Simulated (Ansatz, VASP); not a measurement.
# ZnReH: VASP beside Ansatz

Contents of INCAR:

```
ALGO     = Normal         # electronic algorithm
EDIFF    = 1E-6           # SCF threshold, eV
ENCUT    = 520            # plane-wave cutoff, eV
GGA      = PE             # functional
ISIF     = 2              # what is computed and relaxed
ISMEAR   = 0              # smearing method
LASPH    = True           # aspherical terms in the spheres
LCHARG   = False          # write CHGCAR
LREAL    = False          # projectors in reciprocal space
LWAVE    = False          # write WAVECAR
NBANDS   = 17             # bands
NELM     = 60             # most SCF steps
PREC     = Accurate       # precision mode
SIGMA    = 0.1            # smearing width, eV
```

KPOINTS

```
k-points
0
Gamma
  6 6 6
```

POSCAR

```
ZnReH
1.0
    3.3014298000      0.0000000000      0.0000000000
    0.0000000000      3.3014298000      0.0000000000
    0.0000000000      0.0000000000      3.3693109500
Zn Re H
1 1 1
Direct
    0.5000000000      0.5000000000      0.5000000000
    0.0000000000      0.0000000000      0.0000000000
    0.5000000000      0.5000000000      0.0000000000
```

Input for Ansatz:

```yaml
crystal:
  lattice:
    - [3.3014298, 0.0, 0.0]
    - [0.0, 3.3014298, 0.0]
    - [0.0, 0.0, 3.36931095]
  atoms:
    - { symbol: Zn, position: [0.5, 0.5, 0.5] }
    - { symbol: Re, position: [0.0, 0.0, 0.0] }
    - { symbol: H, position: [0.5, 0.5, 0.0] }
basis:
  ecutwfc: 420
kpoints:
  mp_grid: { grid: [6, 6, 6] }
hamiltonian:
  xc: pbe
scf:
  occupations: { method: gaussian, width: 0.1 }
  lower_state_search: "off"
output:
  forces: true
  stress: true
  eigenvalues: true
```

Change from the starting cell: species swapped into the HoCoC type (P4/mmm, No. 123).

Alike in both runs: task single point; functional PBE; k mesh 6 × 6 × 6; occupations gaussian, width 0.1 eV; no spin polarisation.

|  | VASP | Ansatz |
| --- | --- | --- |
| version | VASP 6.6.1 | Ansatz 0.2.0 |
| potentials or method | VASP PAW PBE potentials, release 64 (Zn, Re, H), cutoff 520 eV | scalar-relativistic, plane waves, PAW |
| valence electrons in the cell | 20 | 28 |

Ansatz gave:

* gap on the k mesh at the Fermi level (eV): none
* pressure (GPa): -21.0
* traceless stress, the component that is largest in VASP (GPa): 17.26

**Question.** Which values does VASP return?

**Answer.** gap on the k mesh at the Fermi level (eV): none; pressure (GPa): -20.9; traceless stress, the component that is largest in VASP (GPa): 17.44.

A gap of «none» marks a metal or a gap that the smearing closes. VASP's potentials hold 20 valence electrons a cell and Ansatz's 28, so a difference there can come from the potentials and not from the codes.

Spin-orbit coupling is off throughout.
